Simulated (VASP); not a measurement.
Write the native input for VASP 6.6.1 that does the following.

| Item | Value |
| --- | --- |
| Task | single point |
| Functional | PBE |
| Potentials or basis | VASP PAW PBE potentials, release 64 (Gd, B) |
| Cutoff | 520 eV |
| k mesh | 10 × 10 × 10 |
| Occupations | gaussian, width 0.05 eV |
| Spin | collinear spin, ferromagnetic start |
| Starting moments | [7.87, 0.45] μB |
| Hubbard terms | Gd f U = 6.0 eV |
| Dipole correction | no |
| Further INCAR settings | ALGO = Normal; EDIFF = 1e-07; NBANDS = 22 |

The structure of GdB lies in POSCAR:

```
GdB
1.0
    0.0000000000      2.6734128901      2.6734128901
    2.6734128901      0.0000000000      2.6734128901
    2.6734128901      2.6734128901      0.0000000000
Gd B
1 1
Direct
    0.5000000000      0.5000000000      0.5000000000
    0.0000000000      0.0000000000      0.0000000000
```

One way to write it, as run:

INCAR

```
PREC = Accurate ; ENCUT = 520
EDIFF = 1E-7 ; ISMEAR = 0
SIGMA = 0.05 ; LREAL = False
LASPH = True ; NELM = 150
ALGO = Normal ; ISIF = 2
LWAVE = False ; LCHARG = False
ISPIN = 2 ; MAGMOM = 7.87 0.45
LORBIT = 11 ; LMAXMIX = 6
LDAU = True ; LDAUTYPE = 2
LDAUL = 3 -1 ; LDAUU = 6 0
LDAUJ = 0 0 ; LDAUPRINT = 1
GGA = PE ; NBANDS = 22
```

KPOINTS

```
regular mesh
0
Gamma
  10 10 10
```

Potentials or basis: VASP PAW PBE potentials, release 64 (Gd, B).

The run is started by

```bash
$ cat potpaw_PBE.64/Gd/POTCAR potpaw_PBE.64/B/POTCAR > POTCAR
$ mpirun -np 1 vasp_std > vasp.out
```

It gave:

| Item | Value |
| --- | --- |
| Pressure | 3.1 GPa |
| Net moment | 8.19 μB per cell |
| Site moments | Gd +7.08; B +0.25 μB |
| Valence electrons inside the program's atomic spheres | Gd 15.21; B 1.66 |

Caveat: the cell stands under pressure; a cell with one magnetic atom can't hold antiferromagnetic order, which such compounds often take.

It took 86 s on 1 thread of AMD EPYC 9R45 96-Core Processor (Zen 5), with other jobs on the host, peak memory 0.2 GiB.
